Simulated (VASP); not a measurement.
**Zn2SbO3: relaxation of cell and atoms with PBE**

Zn2SbO3:

```
CELL_PARAMETERS angstrom
5.46724 0.00000 0.00000
-2.73362 4.73477 0.00000
0.00000 0.00000 3.20518
ATOMIC_POSITIONS crystal
Zn 0.66667 0.33333 0.50000
Zn 0.33333 0.66667 0.50000
Sb 0.00000 0.00000 0.50000
O 0.00000 0.50000 0.00000
O 0.50000 0.50000 0.00000
O 0.50000 0.00000 0.00000
```

The cell was generated, and may not be a known phase.

| Quantity | Value |
| --- | --- |
| Program | VASP 6.6.1 |
| Task | relaxation of cell and atoms |
| Functional | PBE |
| Potentials or basis | VASP PAW PBE potentials, release 64 (Zn, Sb, O) |
| Cutoff | 600 eV |
| k mesh | 6 × 6 × 6 |
| Occupations | gaussian, width 0.1 eV |
| Spin | no spin polarisation |
| Dipole correction | no |
| Further INCAR settings | ALGO = Normal; EDIFF = 1e-06; IBRION = 2; EDIFFG = -0.04; NSW = 90; ISIF = 3 |

```yaml
Relaxed_volume: 12.53 Å³/atom
Relaxed_cell: a = 5.538 Å, b = 5.538 Å, c = 2.831 Å, α = 90.00°, β = 90.00°, γ = 120.00°
Space_group_after_relaxing_to_0.1_Å: P6/mmm (No. 191)
Energy_gained_by_relaxing: 210.0 meV/atom
Ionic_steps: 8
Pressure_after_relaxing: 0.1 GPa
Band_gap_on_the_k_mesh: zero (an odd number of electrons rules out a gap without spin polarisation)
```

Stress tensor (GPa, compression positive):
```
-0.05  0.00  0.00
 0.00 -0.05  0.00
 0.00  0.00  0.46
```

Step by step:
```
step  energy change (eV)  largest force (eV/Å)  pressure (GPa)  volume (Å³)
   1              0.0000                0.0000          -11.84        82.97
   2             -1.0768                0.0000           10.47        70.71
   3             -1.2372                0.0000            2.68        73.45
   4             -1.2368                0.0000            2.29        73.64
   5             -1.2599                0.0000           -0.39        75.45
   6             -1.2599                0.0000           -0.26        75.37
   7             -1.2599                0.0000           -0.35        75.41
   8             -1.2600                0.0000            0.12        75.19
```

Final structure:
```
CELL_PARAMETERS angstrom
5.53830 0.00000 0.00000
-2.76915 4.79631 0.00000
0.00000 0.00000 2.83069
ATOMIC_POSITIONS crystal
Zn 0.66667 0.33333 0.50000
Zn 0.33333 0.66667 0.50000
Sb 0.00000 0.00000 0.50000
O 0.00000 0.50000 0.00000
O 0.50000 0.50000 0.00000
O 0.50000 0.00000 0.00000
```

Levels at points of the mesh, in eV from the Fermi level:
```tsv
k point	band 21	band 22	band 23	band 24	band 25	band 26
(0.00, 0.00, 0.00)	-1.01	-0.18	-0.18	1.79	1.79	2.35
(0.50, 0.00, 0.00)	-1.17	-0.84	-0.71	-0.18	1.23	5.36
(0.00, 0.00, 0.50)	-2.19	-0.60	0.05	0.05	0.53	0.53
(0.50, 0.00, 0.50)	-1.66	-1.17	-0.79	0.03	1.53	2.26
```

Run time: 4.4 min on 1 thread of AMD EPYC 9R45 96-Core Processor (Zen 5), with other jobs on the host, peak memory 0.26 GiB.

Caveat: spin-orbit coupling is left out, which moves the levels of the heavy elements; an odd number of electrons without spin polarisation forces a metal; a magnetic or distorted state may lie lower.
